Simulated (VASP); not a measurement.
# Be3Cl2 (C2) in VASP: notebook, part 3 of 3

VASP 6.6.1. The steps go on from the part before.

## Step 5: Single point, PBE

This run uses another cell than the first one, of the same volume but with other edges.

File INCAR:

```
SYSTEM = Be3Cl2
  PREC = Accurate
  ENCUT = 520
  EDIFF = 1E-6
  ISMEAR = 0
  SIGMA = 0.02
  LREAL = .False.
  LASPH = .True.
  NELM = 80
  ALGO = Normal
  ISIF = 2
  LWAVE = .False.
  LCHARG = .False.
  GGA = PE
  NBANDS = 18
```

File KPOINTS:

```
Automatic mesh
0
Gamma
  6 6 8
  0 0 0
```

File POSCAR:

```
Be3Cl2
1.0
    4.3158716346     -3.0284029940     -0.0015139295
    4.3158716346      3.0284029940     -0.0015139295
   -1.0605109485      0.0000000000      3.8206442221
Be Cl
3 2
Direct
    0.4648733919      0.7701692561      0.0673952607
    0.2298307439      0.5351266081      0.9326047393
    0.2924347862      0.7075652138      0.5000000000
    0.8626665674      0.7664721560      0.1449662610
    0.2335278440      0.1373334326      0.8550337390
```

Potentials or basis: VASP PAW PBE potentials, release 64 (Be, Cl).

On the command line:

```console
$ cat potpaw_PBE.64/Be/POTCAR potpaw_PBE.64/Cl/POTCAR > POTCAR
$ mpirun -np 1 vasp_std > vasp.out
```

OUTCAR:

```text
SYSTEM = Be3Cl2
   PREC = Accurate
   ENCUT = 520
   EDIFF = 1E-6
   ISMEAR = 0
   LREAL = .False.
   LASPH = .True.
   NELM = 80
   ISIF = 2
   GGA = PE

 ion  position               nearest neighbor table
   1  0.465  0.770  0.067-   2 1.95   4 2.05   5 2.15   3 2.23   3 2.24
   2  0.230  0.535  0.933-   1 1.95   5 2.05   4 2.15   3 2.23   3 2.24
   3  0.292  0.708  0.500-   1 2.23   2 2.23   2 2.24   1 2.24   5 2.35   4 2.35
   4  0.863  0.766  0.145-   1 2.05   2 2.15   3 2.35
   5  0.234  0.137  0.855-   2 2.05   1 2.15   3 2.35

  LATTYP: Found a base centered monoclinic cell.
 ALAT       =     8.6317438003
 B/A-ratio  =     0.7016897313
 C/A-ratio  =     0.4593623890
 COS(beta)  =    -0.2677994275

  Lattice vectors:

 A1 = (   4.3158716346,  -3.0284029940,  -0.0015139295)
 A2 = (   4.3158716346,   3.0284029940,  -0.0015139295)
 A3 = (  -1.0605109485,   0.0000000000,   3.8206442221)

Analysis of symmetry for initial positions (statically):
=====================================================================
 Subroutine PRICEL returns:
 Original cell was already a primitive cell.

 Routine SETGRP: Setting up the symmetry group for a
 base centered monoclinic supercell.

 Subroutine GETGRP returns: Found  2 space group operations
 (whereof  2 operations were pure point group operations)
 out of a pool of  4 trial point group operations.

The static configuration has the point symmetry C_2 .

Analysis of symmetry for dynamics (positions and initial velocities):
=====================================================================
 Subroutine PRICEL returns:
 Original cell was already a primitive cell.

 Routine SETGRP: Setting up the symmetry group for a
 base centered monoclinic supercell.

 Subroutine GETGRP returns: Found  2 space group operations
 (whereof  2 operations were pure point group operations)
 out of a pool of  4 trial point group operations.

The dynamic configuration has the point symmetry C_2 .
[... 120 lines left out ...]
   ISMEAR =     0;   SIGMA  =   0.02  broadening in eV -4-tet -1-fermi 0-gaus
   EFERMI_NEDOS =   21; number of points for ismear=-14 and -15
   IALGO  =     38    algorithm
   IMIX   =      4    mixing-type and parameters
     AMIX     =   0.40;   BMIX     =  1.00
     AMIX_MAG =   1.60;   BMIX_MAG =  1.00
  volume/ion in A,a.u.               =      19.97       134.78
  Fermi-wavevector in a.u.,A,eV,Ry     =   0.957817  1.810012 12.482174  0.917414
  Thomas-Fermi vector in A             =   2.086869
   LORBIT       =      0    0 simple, 1 ext, 2 COOP (PROOUT), +10 PAW based schemes
   GGA     = PE    functional components
   LHFCALC =     F    Hartree Fock is set to
   AEXX    =    0.0000 exact exchange contribution
   IVDW    =     0    specifies the selected vdW correction
   LEPSILON=     F    determine dielectric tensor
   LRPA    =     F    only Hartree local field effects (RPA)
 non-spin polarized calculation
 Gauss-broadening in eV      SIGMA  =   0.02
  energy-cutoff  :      520.00
  volume of cell :       99.86
 maximum number of plane-waves:      2714
   NGX = 19   NGY = 19   NGZ = 15

 number of electron      19.9999999 magnetization

 Free energy of the ion-electron system (eV)
  ---------------------------------------------------
  ext. energy  EPLUGINS =         0.00000000
  ---------------------------------------------------
  free energy    TOTEN  =       -15.83227667 eV

  energy without entropy =      -15.83227667  energy(sigma->0) =      -15.83227667

 E-fermi :   2.2999     XC(G=0):  -7.7782

 val. band max:        2.1783157934   @ k =   0.3333   0.3333   0.1250
 cond. band min:       3.3656704957   @ k =   0.0000   0.0000   0.5000
 fundamental gap:      1.1873547023
 Fermi energy:         2.2998898528

 k-point     1 :       0.0000    0.0000    0.0000
  band No.  band energies     occupation
      1     -15.0893      2.00000
      2     -14.3934      2.00000
      3      -5.3445      2.00000
      4      -4.7475      2.00000
      5      -2.7454      2.00000
      6      -2.5062      2.00000
[... 481 lines left out ...]
      5      -2.8793      2.00000
      6      -2.5643      2.00000
[... 10 lines left out ...]
     17       8.7665      0.00000
     18       9.5079      0.00000

 [... further k-points ...]
[... 5 lines left out ...]
  --------------------------------------------------------------------------------------
  -------------------------------------------------------------------------------------
  Total        0.0170240      0.0141235     -0.0024477      0.0000000      0.0000000      0.0045255
  in kB        0.2731270      0.2265928     -0.0392703      0.0000000      0.0000000      0.0726058
  external PRESSURE =       0.1534831 kB  Pullay stress =       0.0000000 kB

 VOLUME and BASIS-vectors are now :
 -----------------------------------------------------------------------------
  energy-cutoff  :      520.00
  volume of cell :       99.86
      direct lattice vectors                 reciprocal lattice vectors
     4.315871635 -3.028402994 -0.001513929     0.115862734 -0.165103522  0.032160466
     4.315871635  3.028402994 -0.001513929     0.115862734  0.165103522  0.032160466
    -1.060510948  0.000000000  3.820644222     0.000091821  0.000000000  0.261761452

 POSITION                                       TOTAL-FORCE (eV/Angst)
 -----------------------------------------------------------------------------------
      5.25881      0.92456      0.25562        -0.004436     -0.002641      0.002511
      2.31242      0.92456      3.56199         0.004436     -0.002641     -0.002511
      3.78562      1.25718      1.90881         0.000000     -0.006784     -0.000000
      6.87742     -0.29132      0.55140        -0.001820      0.006033     -0.000911
      0.69382     -0.29132      3.26622         0.001820      0.006033      0.000911
 -----------------------------------------------------------------------------------
    total drift:                                0.000000      0.000157     -0.000000

  FREE ENERGIE OF THE ION-ELECTRON SYSTEM (eV)
  ---------------------------------------------------
  free  energy   TOTEN  =       -15.8322766665 eV

  energy  without entropy=      -15.8322766665  energy(sigma->0) =      -15.83227667
```

stdout:

```text
POSCAR found type information on POSCAR BeCl
 POSCAR found :  2 types and       5 ions
 scaLAPACK will be used
 LDA part: xc-table for (Slater+PW92), standard interpolation
 POSCAR, INCAR and KPOINTS ok, starting setup
 FFT: planning ... GRIDC
 FFT: planning ... GRID_SOFT
 FFT: planning ... GRID
 WAVECAR not read
 entering main loop
```

It took 3.1 min on 1 thread of Oxide Virtual Turin-like, shared host; peak memory 0.25 GiB.

Results:

```
Free energy            : -15.8323 eV
Pressure               : 0.0 GPa
Largest force          : 0.007 eV/Å
Band gap on the k mesh : 1.19 eV (least direct gap 1.35 eV)
```

Forces in eV/Å, atoms in the order of the input:
```
Be  -0.004 -0.003  0.003
Be   0.004 -0.003 -0.003
Be   0.000 -0.007  0.000
Cl  -0.002  0.006 -0.001
Cl   0.002  0.006  0.001
```

## Step 6: Relaxation of cell and atoms, PBE

This run uses another cell than the first one, of the same volume but with other edges.

File INCAR:

```
PREC     = Accurate       # precision mode
ENCUT    = 600            # plane-wave cutoff, eV
EDIFF    = 1E-6           # SCF threshold, eV
ISMEAR   = 0              # smearing method
SIGMA    = 0.02           # smearing width, eV
LREAL    = False          # projectors in reciprocal space
LASPH    = True           # aspherical terms in the spheres
NELM     = 60             # most SCF steps
ALGO     = Normal         # electronic algorithm
ISIF     = 3              # what is computed and relaxed
LWAVE    = False          # write WAVECAR
LCHARG   = False          # write CHGCAR
GGA      = PE             # functional
IBRION   = 2              # ionic algorithm
NSW      = 100            # ionic steps
EDIFFG   = -0.01          # ionic threshold
```

File KPOINTS:

```
Automatic mesh
0
Gamma
  6 6 8
```

File POSCAR:

```
Be3Cl2
1.0
    4.3234030825     -3.0194327389      0.0000000000
    4.3234030825      3.0194327389      0.0000000000
   -1.0610214833      0.0000000000      3.8203762181
Be Cl
3 2
Direct
    0.4651363566      0.7696706200      0.0676159140
    0.2303293800      0.5348636434      0.9323840860
    0.2913397840      0.7086602160      0.5000000000
    0.8622642811      0.7657364683      0.1433532777
    0.2342635317      0.1377357189      0.8566467223
```

Potentials or basis: VASP PAW PBE potentials, release 64 (Be, Cl).

On the command line:

```console
$ cat potpaw_PBE.64/Be/POTCAR potpaw_PBE.64/Cl/POTCAR > POTCAR
$ mpirun -np 1 vasp_std > vasp.out
```

It took 4.3 min on 1 thread of Oxide Virtual Turin-like, shared host; peak memory 0.28 GiB.

Results (log left out):

- Free energy: -15.8329 eV
- Relaxed volume: 20.00 Å³/atom
- Relaxed cell: a = 5.276 Å, b = 5.276 Å, c = 3.965 Å, α = 102.68°, β = 102.68°, γ = 70.13°
- Space group after relaxing (to 0.1 Å): C2 (No. 5)
- Energy gained by relaxing: 0.1 meV/atom
- Ionic steps: 6
- Pressure after relaxing: 0.0 GPa
- Largest force after relaxing: 0.006 eV/Å
- Band gap on the k mesh: 1.18 eV (least direct gap 1.35 eV)

Forces in eV/Å, atoms in the order of the input:
```
Be   0.000  0.004  0.000
Be   0.000  0.004  0.000
Be   0.000 -0.006  0.000
Cl   0.002  0.000  0.000
Cl  -0.002  0.000  0.000
```

Step by step:
| step | energy change (eV) | largest force (eV/Å) | pressure (GPa) | volume (Å³) |
| --- | --- | --- | --- | --- |
| 1 | 0.0000 | 0.0337 | 0.11 | 99.74 |
| 2 | -0.0003 | 0.0196 | 0.02 | 99.95 |
| 3 | -0.0004 | 0.0277 | -0.01 | 100.03 |
| 4 | -0.0005 | 0.0133 | -0.03 | 100.05 |
| 5 | -0.0005 | 0.0105 | -0.04 | 100.08 |
| 6 | -0.0006 | 0.0062 | 0.00 | 99.98 |

Final structure:
```cif
data_structure
_symmetry_space_group_name_H-M 'P 1'
_symmetry_Int_Tables_number 1
_cell_length_a 5.2758
_cell_length_b 5.2758
_cell_length_c 3.9649
_cell_angle_alpha 102.685
_cell_angle_beta 102.685
_cell_angle_gamma 70.133
_cell_volume 99.98
loop_
_atom_site_label
_atom_site_type_symbol
_atom_site_fract_x
_atom_site_fract_y
_atom_site_fract_z
_atom_site_occupancy
Be1 Be 0.46496 0.77003 0.06760 1
Be2 Be 0.22997 0.53504 0.93240 1
Be3 Be 0.29235 0.70765 0.50000 1
Cl1 Cl 0.86243 0.76638 0.14445 1
Cl2 Cl 0.23362 0.13757 0.85555 1
```

Levels at points of the mesh, in eV from the valence-band top:
| k point | band 7 | band 8 | band 9 | band 10 | band 11 | band 12 | band 13 | band 14 |
| --- | --- | --- | --- | --- | --- | --- | --- | --- |
| (0.00, 0.00, 0.00) | -4.44 | -4.28 | -3.15 | -0.04 | 2.54 | 3.55 | 4.03 | 4.41 |
| (0.50, 0.00, 0.00) | -4.19 | -4.13 | -2.85 | -0.09 | 1.68 | 2.88 | 3.98 | 4.78 |
| (0.50, 0.50, 0.00) | -4.35 | -3.78 | -2.24 | -0.02 | 1.32 | 1.59 | 3.86 | 5.64 |
| (0.00, 0.00, 0.50) | -4.73 | -4.15 | -2.82 | -0.81 | 1.18 | 2.89 | 3.42 | 6.35 |
| (0.50, 0.00, 0.50) | -4.55 | -4.22 | -2.41 | -1.25 | 1.35 | 3.25 | 4.09 | 5.32 |
| (0.50, 0.50, 0.50) | -4.98 | -3.92 | -1.77 | -1.63 | 2.54 | 2.85 | 3.17 | 4.53 |

A k mesh can miss the band edges.

## Step 7: Summary

| task | cell | k mesh | cutoff (eV) | smearing | gap on the mesh (eV) | pressure (GPa) | largest force (eV/Å) |
| --- | --- | --- | --- | --- | --- | --- | --- |
| single point | a = 5.861, b = 5.861, c = 3.965 Å, angles 118.6, 118.6, 62.0°, 5 atoms, atomic positions A | 4 × 4 × 4 | 520 | gaussian 0.1 eV | 1.22 | 0.1 | 0.04 |
| single point | a = 5.273, b = 5.273, c = 3.965 Å, angles 102.7, 102.7, 69.9°, 5 atoms, atomic positions B | 4 × 4 × 4 | 520 | gaussian 0.1 eV | 1.22 | 0.1 | 0.04 |
| relaxation of cell and atoms | relaxed from a = 5.273, b = 5.273, c = 3.965 Å, angles 102.7, 102.7, 69.9°, 5 atoms, atomic positions B | 4 × 4 × 4 | 600 | gaussian 0.1 eV | 1.22 | 0.1 | 0.04 |
| single point | a = 5.272, b = 5.272, c = 3.965 Å, angles 102.7, 102.7, 70.1°, 5 atoms, atomic positions C | 6 × 6 × 8 | 520 | gaussian 0.02 eV | 1.19 | 0.0 | 0.01 |
| relaxation of cell and atoms | relaxed from a = 5.273, b = 5.273, c = 3.965 Å, angles 102.7, 102.7, 69.9°, 5 atoms, atomic positions B | 6 × 6 × 8 | 600 | gaussian 0.02 eV | 1.18 | 0.0 | 0.01 |

Alike in all rows: level PBE; potentials or basis VASP PAW PBE potentials, release 64 (Be, Cl); no spin polarisation.

Caveats: some runs use coarse meshes; the relaxation stopped at its first step, so nothing moved (at least some runs).

Absolute energies hang on the potentials; compare differences alone.
